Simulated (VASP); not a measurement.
# AlInAsP3 (P-6m2) in VASP: further runs

Runs on AlInAsP3. Level: PBE. Tasks: single point, relaxation of cell and atoms.

Everything below comes from runs of VASP 6.6.1. Logs are shortened: lines on timing, memory, paths and dates and some standing lists are left out, and cuts for length are marked.

## 1. The cell of the first run

It takes space group P-6m2 (No. 187, hexagonal). The conventional cell has a = 6.199 Å, b = 6.199 Å, c = 3.866 Å, α = 90.00°, β = 90.00°, γ = 120.00°. Within 4.7 Å of Al (site symmetry -6m2) lie 3 In at 3.58 Å and 3 As at 3.58 Å and 12 P at 3.65 Å and 2 Al at 3.87 Å. In (site symmetry -6m2) has 6 P at 2.59 Å within 3.4 Å. P (site symmetry mm2) has 2 In at 2.59 Å and 2 As at 2.68 Å and 4 P at 2.98 to 3.22 Å within 3.4 Å. Within 3.6 Å of As (site symmetry -6m2) lie 6 P at 2.68 Å and 3 In at 3.58 Å and 3 Al at 3.58 Å.

The cell was generated, and may not be a known phase.

## 2. Single point, PBE

INCAR reads:

```
PREC = Accurate
ENCUT = 500
EDIFF = 1E-6
ISMEAR = 0
SIGMA = 0.1
LREAL = False
LASPH = True
NELM = 120
ALGO = Normal
ISIF = 2
LWAVE = False
LCHARG = True
GGA = PE
LELF = True
LVHAR = True
NBANDS = 27
GGA_COMPAT = False
```

KPOINTS reads:

```
Automatic mesh
0
Gamma
  3 3 4
```

POSCAR reads:

```
AlInAsP3
1.0
    6.1986044600      0.0000000000      0.0000000000
   -3.0993022300      5.3681489300      0.0000000000
    0.0000000000      0.0000000000      3.8658525500
Al In P As
1 1 3 1
Direct
    0.0000000000      0.0000000000      0.0000000000
    0.3333333300      0.6666666700      0.0000000000
    0.0129650000      0.5064825000      0.5000000000
    0.4935175000      0.5064825000      0.5000000000
    0.4935175000      0.9870350000      0.5000000000
    0.6666666700      0.3333333300      0.0000000000
```

Potentials or basis: VASP PAW PBE potentials, release 64 (Al, In_d, P, As).

Launch:

```console
$ cat potpaw_PBE.64/Al/POTCAR potpaw_PBE.64/In_d/POTCAR potpaw_PBE.64/P/POTCAR potpaw_PBE.64/As/POTCAR > POTCAR
$ mpirun -np 1 vasp_std > vasp.out
```

OUTCAR:

```text
PREC = Accurate
   ENCUT = 500
   EDIFF = 1E-6
   ISMEAR = 0
   LREAL = False
   LASPH = True
   NELM = 120
   ISIF = 2
   GGA = PE

 ion  position               nearest neighbor table
   1  0.000  0.000  0.000-   2 3.58   2 3.58   2 3.58
   2  0.333  0.667  0.000-   5 2.59   5 2.59   3 2.59   3 2.59   4 2.59   4 2.59   1 3.58   1 3.58
                             1 3.58
   3  0.013  0.506  0.500-   2 2.59   2 2.59   6 2.68   6 2.68
   4  0.494  0.506  0.500-   2 2.59   2 2.59   6 2.68   6 2.68
   5  0.494  0.987  0.500-   2 2.59   2 2.59   6 2.68   6 2.68
   6  0.667  0.333  0.000-   5 2.68   5 2.68   3 2.68   3 2.68   4 2.68   4 2.68

  LATTYP: Found a hexagonal cell.
 ALAT       =     6.1986044600
 C/A-ratio  =     0.6236649838

  Lattice vectors:

 A1 = (   6.1986044600,   0.0000000000,   0.0000000000)
 A2 = (  -3.0993022300,   5.3681489300,   0.0000000000)
 A3 = (   0.0000000000,   0.0000000000,   3.8658525500)

Analysis of symmetry for initial positions (statically):
=====================================================================
 Subroutine PRICEL returns:
 Original cell was already a primitive cell.

 Routine SETGRP: Setting up the symmetry group for a
 hexagonal supercell.

 Subroutine GETGRP returns: Found 12 space group operations
 (whereof 12 operations were pure point group operations)
 out of a pool of 24 trial point group operations.

The static configuration has the point symmetry D_3h.

Analysis of symmetry for dynamics (positions and initial velocities):
=====================================================================
 Subroutine PRICEL returns:
 Original cell was already a primitive cell.

 Routine SETGRP: Setting up the symmetry group for a
 hexagonal supercell.

 Subroutine GETGRP returns: Found 12 space group operations
 (whereof 12 operations were pure point group operations)
 out of a pool of 24 trial point group operations.

The dynamic configuration has the point symmetry D_3h.

 Subroutine INISYM returns: Found 12 space group operations
 (whereof 12 operations are pure point group operations),
 and found     1 'primitive' translations

----------------------------------------------------------------------------------------

                                     Primitive cell

  volume of cell :     128.6364

  direct lattice vectors                    reciprocal lattice vectors
     6.198604460  0.000000000  0.000000000     0.161326635  0.093141976  0.000000000
    -3.099302230  5.368148930  0.000000000     0.000000000  0.186283952  0.000000000
     0.000000000  0.000000000  3.865852550     0.000000000  0.000000000  0.258675153

  length of vectors
     6.198604460  6.198604460  3.865852550     0.186283952  0.186283952  0.258675153

  position of ions in fractional coordinates (direct lattice)
     0.000000000  0.000000000  0.000000000
     0.333333330  0.666666670  0.000000000
     0.012965000  0.506482500  0.500000000
     0.493517500  0.506482500  0.500000000
     0.493517500  0.987035000  0.500000000
     0.666666670  0.333333330  0.000000000

  ion indices of the primitive-cell ions
   primitive index   ion index
                 1           1
                 2           2
                 3           3
                 4           4
                 5           5
                 6           6

----------------------------------------------------------------------------------------

 KPOINTS: Automatic mesh

Automatic generation of k-mesh.
 Grid dimensions read from file:
 generate k-points for:    3    3    4

 Generating k-lattice:

  Cartesian coordinates                     Fractional coordinates (reciprocal lattice)
     0.053775545  0.031047325  0.000000000     0.333333333 -0.000000000  0.000000000
     0.000000000  0.062094651  0.000000000     0.000000000  0.333333333  0.000000000
     0.000000000  0.000000000  0.064668788     0.000000000  0.000000000  0.250000000

  Length of vectors
     0.062094651  0.062094651  0.064668788

  Shift w.r.t. Gamma in fractional coordinates (k-lattice)
     0.000000000  0.000000000  0.000000000

 Subroutine IBZKPT returns following result:
 ===========================================

 Found      9 irreducible k-points:

 Following reciprocal coordinates:
            Coordinates               Weight
  0.000000  0.000000  0.000000      1.000000
  0.333333  0.000000  0.000000      6.000000
  0.333333  0.333333  0.000000      2.000000
  0.000000  0.000000  0.250000      2.000000
  0.333333  0.000000  0.250000     12.000000
  0.333333  0.333333  0.250000      4.000000
  0.000000  0.000000  0.500000      1.000000
  0.333333  0.000000  0.500000      6.000000
  0.333333  0.333333  0.500000      2.000000
   k-points           NKPTS =      9   k-points in BZ     NKDIM =      9   number of bands    NBANDS=     27
   number of dos      NEDOS =    301   number of ions     NIONS =      6
   total plane-waves  NPLWV =  64512
   dimension x,y,z NGX =    48 NGY =   48 NGZ =   28
   dimension x,y,z NGXF=    96 NGYF=   96 NGZF=   56
   ions per type =               1   1   3   1
   NGX,Y,Z   is equivalent  to a cutoff of  12.87, 12.87, 12.04 a.u.
   NGXF,Y,Z  is equivalent  to a cutoff of  25.75, 25.75, 24.08 a.u.
 SYSTEM =  unknown system
   PREC   = accura    normal or accurate (medium, high low for compatibility)
   ISTART =      0    job   : 0-new  1-cont  2-samecut
   ICHARG =      2    charge: 1-file 2-atom 10-const
   ISPIN  =      1    spin polarized calculation?
   LNONCOLLINEAR =      F non collinear calculations
   LSORBIT =      F    spin-orbit coupling
   LASPH  =      T    aspherical Exc in radial PAW
   ENCUT  =  500.0 eV  36.75 Ry    6.06 a.u.  11.30 11.30  7.05*2*pi/ulx,y,z
   NELM   =    120;   NELMIN=  2; NELMDL= -5     # of ELM steps
   EDIFF  = 0.1E-05   stopping-criterion for ELM
   LREAL  =      F    real-space projection
   EDIFFG = 0.1E-04   stopping-criterion for IOM
   NSW    =      0    number of steps for IOM
   IBRION =     -1    ionic relax: 0-MD 1-quasi-New 2-CG
   NFREE  =      0    steps in history (QN), initial steepest desc. (CG)
   ISIF   =      2    stress and relaxation
   ISYM   =      2    0-nonsym 1-usesym 2-fastsym
   POTIM  = 0.5000    time-step for ionic-motion
   TEBEG  =    0.0;   TEEND  =   0.0 temperature during run
   PSTRESS=    0.0 pullay stress
   NELECT =      36.0000    total number of electrons
   NUPDOWN=      -1.0000    fix difference up-down
   EMIN   =  10.00;   EMAX   =-10.00  energy-range for DOS
   EFERMI =   0.00;   METHOD = LEGACY
   ISMEAR =     0;   SIGMA  =   0.10  broadening in eV -4-tet -1-fermi 0-gaus
   EFERMI_NEDOS =   21; number of points for ismear=-14 and -15
   IALGO  =     38    algorithm
   IMIX   =      4    mixing-type and parameters
     AMIX     =   0.40;   BMIX     =  1.00
     AMIX_MAG =   1.60;   BMIX_MAG =  1.00
  volume/ion in A,a.u.               =      21.44       144.68
  Fermi-wavevector in a.u.,A,eV,Ry     =   1.070831  2.023578 15.601525  1.146680
  Thomas-Fermi vector in A             =   2.206553
   LORBIT       =      0    0 simple, 1 ext, 2 COOP (PROOUT), +10 PAW based schemes
   GGA     = PE    functional components
   LHFCALC =     F    Hartree Fock is set to
   AEXX    =    0.0000 exact exchange contribution
   IVDW    =     0    specifies the selected vdW correction
   LEPSILON=     F    determine dielectric tensor
   LRPA    =     F    only Hartree local field effects (RPA)
 non-spin polarized calculation
 Gauss-broadening in eV      SIGMA  =   0.10
  energy-cutoff  :      500.00
  volume of cell :      128.64
 maximum number of plane-waves:      3276
 NGX is ok and might be reduce to    48
   NGX = 23   NGY = 23   NGZ = 15

 number of electron      36.0000001 magnetization

 Free energy of the ion-electron system (eV)
  ---------------------------------------------------
  ext. energy  EPLUGINS =         0.00000000
  ---------------------------------------------------
  free energy    TOTEN  =       -22.69532812 eV

  energy without entropy =      -22.67439139  energy(sigma->0) =      -22.68485975

 E-fermi :   5.9727     XC(G=0):  -9.8371

 val. band max:        5.9592707641   @ k =   0.3333   0.3333   0.5000
 cond. band min:       5.9767795997   @ k =   0.3333   0.0000   0.5000
 fundamental gap:      0.0175088356
 Fermi energy:         5.9726646389

 k-point     1 :       0.0000    0.0000    0.0000
  band No.  band energies     occupation
      1      -9.0152      2.00000
      2      -8.8131      2.00000
      3      -8.8131      2.00000
      4      -8.7677      2.00000
      5      -8.7676      2.00000
      6      -7.7779      2.00000
[... 19 lines left out ...]
     26      10.6350      0.00000
     27      10.9698      0.00000

 k-point     2 :       0.3333    0.0000    0.0000
  band No.  band energies     occupation
      1      -9.0015      2.00000
      2      -8.8137      2.00000
      3      -8.8132      2.00000
      4      -8.7879      2.00000
      5      -8.7648      2.00000
      6      -7.4596      2.00000
[... 19 lines left out ...]
     26      10.1296      0.00000
     27      11.1681      0.00000

 k-point     3 :       0.3333    0.3333    0.0000
  band No.  band energies     occupation
      1      -8.9946      2.00000
      2      -8.8139      2.00000
      3      -8.8134      2.00000
      4      -8.7973      2.00000
      5      -8.7635      2.00000
      6      -7.1890      2.00000
[... 144 lines left out ...]
      1      -8.9946      2.00000
      2      -8.9848      2.00000
      3      -8.7433      2.00000
      4      -8.7378      2.00000
      5      -8.6732      2.00000
      6      -5.5904      2.00000
[... 19 lines left out ...]
     26      11.5371      0.00000
     27      12.5999      0.00000

 k-point     9 :       0.3333    0.3333    0.5000
  band No.  band energies     occupation
      1      -8.9987      2.00000
      2      -8.9867      2.00000
      3      -8.7447      2.00000
      4      -8.7376      2.00000
      5      -8.6722      2.00000
      6      -5.3126      2.00000
[... 19 lines left out ...]
     26      11.3160      0.00000
     27      11.4110      0.00000

------------------------ aborting loop because EDIFF is reached ----------------------------------------

  FORCE on cell =-STRESS in cart. coord.  units (eV):
  Direction    XX          YY          ZZ          XY          YZ          ZX
  --------------------------------------------------------------------------------------
  -------------------------------------------------------------------------------------
  Total        2.6372564      2.6372564      0.6669617      0.0000000      0.0000000      0.0000000
  in kB       32.8472624     32.8472624      8.3070669      0.0000000      0.0000000      0.0000000
  external PRESSURE =      24.6671972 kB  Pullay stress =       0.0000000 kB

 VOLUME and BASIS-vectors are now :
 -----------------------------------------------------------------------------
  energy-cutoff  :      500.00
  volume of cell :      128.64
      direct lattice vectors                 reciprocal lattice vectors
     6.198604460  0.000000000  0.000000000     0.161326635  0.093141976  0.000000000
    -3.099302230  5.368148930  0.000000000     0.000000000  0.186283952  0.000000000
     0.000000000  0.000000000  3.865852550     0.000000000  0.000000000  0.258675153

 POSITION                                       TOTAL-FORCE (eV/Angst)
 -----------------------------------------------------------------------------------
      0.00000      0.00000      0.00000        -0.000000      0.000000      0.000000
     -0.00000      3.57877      0.00000        -0.000000      0.000000      0.000000
     -1.48938      2.71887      1.93293        -0.857312     -0.494970     -0.000000
      1.48938      2.71887      1.93293         0.857312     -0.494970     -0.000000
      0.00000      5.29855      1.93293         0.000000      0.989939     -0.000000
      3.09930      1.78938      0.00000        -0.000000      0.000000      0.000000
 -----------------------------------------------------------------------------------
    total drift:                                0.000009     -0.000005     -0.000000

  FREE ENERGIE OF THE ION-ELECTRON SYSTEM (eV)
  ---------------------------------------------------
  free  energy   TOTEN  =       -22.6953281161 eV

  energy  without entropy=      -22.6743913908  energy(sigma->0) =      -22.68485975
```

It took 33 s on 1 thread of Intel Xeon Platinum 8259CL at 2.50GHz (Skylake/Cascade Lake), shared host; peak memory 0.26 GiB.

Results:

* Free energy: -22.6953 eV
* Pressure: 2.5 GPa
* Largest force: 0.990 eV/Å
* Band gap on the k mesh: zero (bands 18 and 19 overlap by 1.06 eV)

Forces in eV/Å, atoms in the order of the input:
```
Al   0.000  0.000  0.000
In   0.000  0.000  0.000
P   -0.857 -0.495  0.000
P    0.857 -0.495  0.000
P    0.000  0.990  0.000
As   0.000  0.000  0.000
```

Caveat: the k points lie up to 0.41 Å⁻¹ apart, too coarse for converged energies and pressures of a metal; spin-orbit coupling is left out, which moves the levels of the heavy elements.

## 3. Single point, PBE

This run uses another cell than the first one, of 22.61 Å³/atom.

INCAR reads:

```
SYSTEM = AlInAsP3
PREC     = Accurate       ! precision mode
ENCUT    = 500            ! plane-wave cutoff, eV
EDIFF    = 1E-6           ! SCF threshold, eV
ISMEAR   = 0              ! smearing method
SIGMA    = 0.1            ! smearing width, eV
LREAL    = .FALSE.        ! projectors in reciprocal space
LASPH    = .TRUE.         ! aspherical terms in the spheres
NELM     = 120            ! most SCF steps
ALGO     = Normal         ! electronic algorithm
ISIF     = 2              ! what is computed and relaxed
LWAVE    = .FALSE.        ! write WAVECAR
LCHARG   = .FALSE.        ! write CHGCAR
GGA      = PE             ! functional
NBANDS   = 27             ! bands
GGA_COMPAT= .FALSE.
```

KPOINTS reads:

```
Automatic mesh
0
G
  3 3 4
  0 0 0
```

POSCAR reads:

```
AlInAsP3
1.0
    6.5943140566      0.0000000000      0.0000000000
   -3.2971570283      5.7108434935      0.0000000000
    0.0000000000      0.0000000000      3.6023029950
Al In P As
1 1 3 1
Direct
    0.0000000000      0.0000000000      0.0000000000
    0.3333333333      0.6666666667      0.0000000000
   -0.0164646278      0.4917676861      0.5000000000
    0.5082323139      0.4917676861      0.5000000000
    0.5082323139      1.0164646278      0.5000000000
    0.6666666667      0.3333333333      0.0000000000
```

Potentials or basis: VASP PAW PBE potentials, release 64 (Al, In_d, P, As).

Launch:

```console
$ cat potpaw_PBE.64/Al/POTCAR potpaw_PBE.64/In_d/POTCAR potpaw_PBE.64/P/POTCAR potpaw_PBE.64/As/POTCAR > POTCAR
$ mpirun -np 1 vasp_std > vasp.out
```

Run time: 34 s. Hardware: 1 thread of Intel Xeon Platinum 8259CL at 2.50GHz (Skylake/Cascade Lake), shared host; peak memory 0.25 GiB.

The run converged. Its results:

```yaml
Free_energy: -23.1622 eV
Pressure: 0.0 GPa
Largest_force: 0.014 eV/Å
Band_gap_on_the_k_mesh: zero (bands 18 and 19 overlap by 0.61 eV)
```

Forces on the atoms (eV/Å):
```
Al   0.000  0.000  0.000
In   0.000  0.000  0.000
P    0.012  0.007  0.000
P   -0.012  0.007  0.000
P    0.000 -0.014  0.000
As   0.000  0.000  0.000
```

Levels at points of the mesh, in eV from the Fermi level:
```tsv
k point	band 16	band 17	band 18	band 19	band 20	band 21
(0.00, 0.00, 0.00)	-0.55	0.07	0.07	0.67	1.53	2.20
(0.00, 0.00, 0.50)	-2.30	-0.66	-0.66	-0.42	1.13	1.13
```

Caveat: the k points lie up to 0.44 Å⁻¹ apart, too coarse for converged energies and pressures of a metal; semilocal functionals underestimate gaps, and a narrow one can read as zero; spin-orbit coupling is left out, which moves the levels of the heavy elements.

## 4. Single point, PBE

This run uses another cell than the first one, of 22.89 Å³/atom.

INCAR reads:

```
  PREC = Accurate
  ENCUT = 500
  EDIFF = 1E-6
  ISMEAR = 0
  SIGMA = 0.1
  LREAL = False
  LASPH = True
  NELM = 120
  ALGO = Normal
  ISIF = 2
  LWAVE = False
  LCHARG = False
  GGA = PE
  NBANDS = 27
  GGA_COMPAT = False
```

KPOINTS reads:

```
regular mesh
0
Gamma
  3 3 6
```

POSCAR reads:

```
AlInAsP3
1.0
    6.7097591129      0.0000000000      0.0000000000
   -3.3548795565      5.8108218451      0.0000000000
    0.0000000000      0.0000000000      3.5230173499
Al In P As
1 1 3 1
Direct
    0.0000000000      0.0000000000      0.0000000000
    0.3333333333      0.6666666667      0.0000000000
    0.9820993087      0.4910496543      0.5000000000
    0.5089503457      0.4910496543      0.5000000000
    0.5089503457      0.0179006913      0.5000000000
    0.6666666667      0.3333333333      0.0000000000
```

Launch:

```console
$ cat potpaw_PBE.64/Al/POTCAR potpaw_PBE.64/In_d/POTCAR potpaw_PBE.64/P/POTCAR potpaw_PBE.64/As/POTCAR > POTCAR
$ mpirun -np 1 vasp_std > vasp.out
```

Run time: 48 s. Hardware: 1 thread of Intel Xeon Platinum 8259CL at 2.50GHz (Skylake/Cascade Lake), shared host; peak memory 0.27 GiB.

It converged, with:

* Free energy: -23.2111 eV
* Pressure: 0.0 GPa
* Largest force: 0.030 eV/Å
* Band gap on the k mesh: zero (bands 18 and 19 overlap by 0.84 eV)

Forces on the atoms (eV/Å):
```
Al   0.000  0.000  0.000
In   0.000  0.000  0.000
P    0.026  0.015  0.000
P   -0.026  0.015  0.000
P    0.000 -0.030  0.000
As   0.000  0.000  0.000
```

Stress tensor (GPa, compression positive):
```
 0.01  0.00  0.00
 0.00  0.01  0.00
 0.00  0.00 -0.15
```

Levels at points of the mesh, in eV from the Fermi level:
```csv
k point,band 16,band 17,band 18,band 19,band 20,band 21
"(0.00, 0.00, 0.00)",-0.80,0.27,0.27,0.48,1.84,2.32
"(0.00, 0.00, 0.50)",-2.34,-0.60,-0.60,-0.57,0.92,0.92
```

Caveat: the k points lie up to 0.36 Å⁻¹ apart, too coarse for converged energies and pressures of a metal; spin-orbit coupling is left out, which moves the levels of the heavy elements.

(Continued in part 2 of 2.)

The gap in the log of VASP goes by the Fermi energy; the results here count the filled bands.